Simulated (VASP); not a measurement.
Wanted: the native input for a VASP 6.6.1 run.

| Item | Value |
| --- | --- |
| Task | single point |
| Functional | PBE |
| Potentials or basis | VASP PAW PBE potentials, release 64 (Os, Pt, C, N) |
| Cutoff | 520 eV |
| k mesh | 4 × 4 × 4 |
| Occupations | gaussian, width 0.1 eV |
| Spin | collinear spin |
| Starting moments | [1.0, 0.0, 0.0, 0.0, 0.0, 0.0, 0.0, 0.0, 0.0, 0.0] μB |
| Dipole correction | no |
| Further INCAR settings | ALGO = Normal; EDIFF = 1e-06; NBANDS = 42 |

The structure of OsPtC4N4 lies in POSCAR:

```
OsPtC4N4
1.0
    5.8583731800      0.0000000000      0.0000000000
    0.0000000000      5.8583731800      0.0000000000
    0.0000000000      0.0000000000      5.8583731800
Os Pt C N
1 1 4 4
Direct
    0.0000000000      0.0000000000      0.0000000000
    0.5000000000      0.5000000000      0.5000000000
    0.1868532600      0.1868532600      0.1868532600
    0.1868532600      0.8131467400      0.8131467400
    0.8131467400      0.1868532600      0.8131467400
    0.8131467400      0.8131467400      0.1868532600
    0.3021582700      0.3021582700      0.3021582700
    0.3021582700      0.6978417300      0.6978417300
    0.6978417300      0.3021582700      0.6978417300
    0.6978417300      0.6978417300      0.3021582700
```

The input as run:

INCAR

```
PREC     = Accurate       # precision mode
ENCUT    = 520            # plane-wave cutoff, eV
EDIFF    = 1E-6           # SCF threshold, eV
ISMEAR   = 0              # smearing method
SIGMA    = 0.1            # smearing width, eV
LREAL    = F              # projectors in reciprocal space
LASPH    = T              # aspherical terms in the spheres
NELM     = 150            # most SCF steps
ALGO     = Normal         # electronic algorithm
ISIF     = 2              # what is computed and relaxed
LWAVE    = F              # write WAVECAR
LCHARG   = F              # write CHGCAR
ISPIN    = 2              # spin polarisation
MAGMOM   = 1 0 0 0 0 0 0 0 0 0 # initial moments
LORBIT   = 11             # projections on sites
LMAXMIX  = 4              # l up to which the mixer works
GGA      = PE             # functional
NBANDS   = 42             # bands
```

KPOINTS

```
Automatic mesh
0
Gamma
  4 4 4
```

Potentials or basis: VASP PAW PBE potentials, release 64 (Os, Pt, C, N).

The run is started by

```sh
$ cat potpaw_PBE.64/Os/POTCAR potpaw_PBE.64/Pt/POTCAR potpaw_PBE.64/C/POTCAR potpaw_PBE.64/N/POTCAR > POTCAR
$ mpirun -np 1 vasp_std > vasp.out
```

It gave:

| Item | Value |
| --- | --- |
| Pressure | 4.8 GPa |
| Largest force | 2.188 eV/Å |
| Band gap on the k mesh | 0.19 eV (least direct gap 0.47 eV) |
| Net moment | 0.00 μB per cell |
| Valence electrons inside the program's atomic spheres | Os 7.92; Pt 9.32; C 2.65; N 3.86 |

Caveat: the cell stands under pressure; spin-orbit coupling is left out, which moves the levels of the heavy elements; forces of over 1 eV/Å act on the atoms, so gaps and moduli don't describe the material at rest.

Wall time 2.5 min on 1 thread of Intel(R) Xeon(R) Platinum 8488C (Sapphire Rapids), on a shared host, peak memory 0.48 GiB.
